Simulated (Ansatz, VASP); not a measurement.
**One calculation of As, two programs**

INCAR

```
PREC = Accurate
ENCUT = 520
EDIFF = 1E-6
ISMEAR = -1
SIGMA = 0.1
LREAL = False
LASPH = True
NELM = 60
ALGO = Normal
ISIF = 2
LWAVE = False
LCHARG = True
LELF = True
LVHAR = True
NBANDS = 12
```

KPOINTS

```
Automatic mesh
0
Gamma
  16 16 10
```

File POSCAR:

```
As
1.0
   -2.9308481976      2.5687861534      1.3475062770
    2.5687861534     -2.9308481976      1.3475062770
    2.8834439508      2.8834439508     -2.0106235741
As
2
Direct
    0.0208380531      0.9791619469      0.0000000000
    0.7291619469      0.2708380531      0.5000000000
```

Input for Ansatz:

```yaml
crystal:
  lattice:
    - [-2.9308481976, 2.5687861534, 1.347506277]
    - [2.5687861534, -2.9308481976, 1.347506277]
    - [2.8834439508, 2.8834439508, -2.0106235741]
  atoms:
    - { symbol: As, position: [0.0208380531, 0.9791619469, 0.0] }
    - { symbol: As, position: [0.7291619469, 0.2708380531, 0.5] }
hamiltonian:
  xc: lda
  pseudopotentials:
    kind: paw
    azcp:
      As: "pseudopotentials/As.paw.azcp"
basis:
  ecutwfc: 420
  fft_grid_basis: typed
kpoints:
  mp_grid: { grid: [16, 16, 10], shift: [0, 0, 0] }
magnetization:
  spin_polarized: false
scf:
  occupations: { method: fermi_dirac, width: 0.1 }
  lower_state_search: "off"
output:
  stress: true
```

Alike in both runs: task single point; functional LDA; k mesh 16 × 16 × 10; occupations fermi-dirac, width 0.1 eV; no spin polarisation.

```csv
,VASP,Ansatz
version,VASP 6.6.1,Ansatz 0.2.0
potentials or method,"VASP PAW LDA potentials, release 64 (As), cutoff 520 eV","plane waves (420 eV) with PAW, scalar-relativistic"
valence electrons in the cell,10,30
```

```csv
,VASP,Ansatz,Ansatz less VASP
pressure (GPa),4.3,3.8,-0.56
"traceless stress, the component that is largest in VASP (GPa)",0.45,0.38,-0.062
```

Ansatz warns that its potentials were made for another functional, while VASP's fit it. LDA's correlation is that of Perdew and Zunger in VASP and of Perdew and Wang (1992) in Ansatz. VASP's potentials hold 10 valence electrons a cell and Ansatz's 30, so a difference there can come from the potentials and not from the codes.
